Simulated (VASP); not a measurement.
A run of VASP 6.6.1:

POSCAR

```
AlN
1.0
    1.3680186674     -5.4890516601      0.0000000000
    1.3680186674      5.4890516601      0.0000000000
    0.0000000000      0.0000000000      2.7481311771
Al N
2 2
Direct
    0.3417983732      0.6582016268      0.7500000000
    0.6582016268      0.3417983732      0.2500000000
    0.8482636532      0.1517363468      0.2500000000
    0.1517363468      0.8482636532      0.7500000000
```

File INCAR.step1:

```
SYSTEM = AlN
  PREC = Accurate
  ENCUT = 520
  ISMEAR = -1
  SIGMA = 0.03
  LREAL = .FALSE.
  LASPH = .TRUE.
  NELM = 80
  NBANDS = 16
  GGA = PE
  ALGO = Normal
  EDIFF = 1E-4
  LWAVE = .TRUE.
  LCHARG = .FALSE.
```

INCAR.step2

```
SYSTEM = AlN
  PREC = Accurate
  ENCUT = 520
  EDIFF = 1E-6
  ISMEAR = -1
  SIGMA = 0.03
  LREAL = .FALSE.
  LASPH = .TRUE.
  NELM = 80
  ALGO = Normal
  ISIF = 2
  LWAVE = .FALSE.
  LCHARG = .FALSE.
  METAGGA = R2SCAN
  LMIXTAU = .TRUE.
  LUSE_VDW = .TRUE.
  IVDW_NL = 2
  BPARAM = 11.95
  CPARAM = 0.0093
  NBANDS = 16
  ISTART = 1
```

Contents of KPOINTS:

```
regular mesh
0
G
  8 8 8
  0 0 0
```

Potentials or basis: VASP PAW PBE potentials, release 64 (Al, N).

Run with:

```sh
$ cat potpaw_PBE.64/Al/POTCAR potpaw_PBE.64/N/POTCAR > POTCAR
$ cp INCAR.step1 INCAR
$ mpirun -np 1 vasp_std > vasp.out
$ cp INCAR.step2 INCAR
$ mpirun -np 1 vasp_std > vasp.out
```

Hardware: 1 thread of Intel Xeon 8259CL, with other jobs on the host.

Question: How long does it take, and how much memory?

Answer: It took 9.6 min on 1 thread of Intel Xeon 8259CL, with other jobs on the host, peak memory 0.36 GiB. Counts: k points 105.
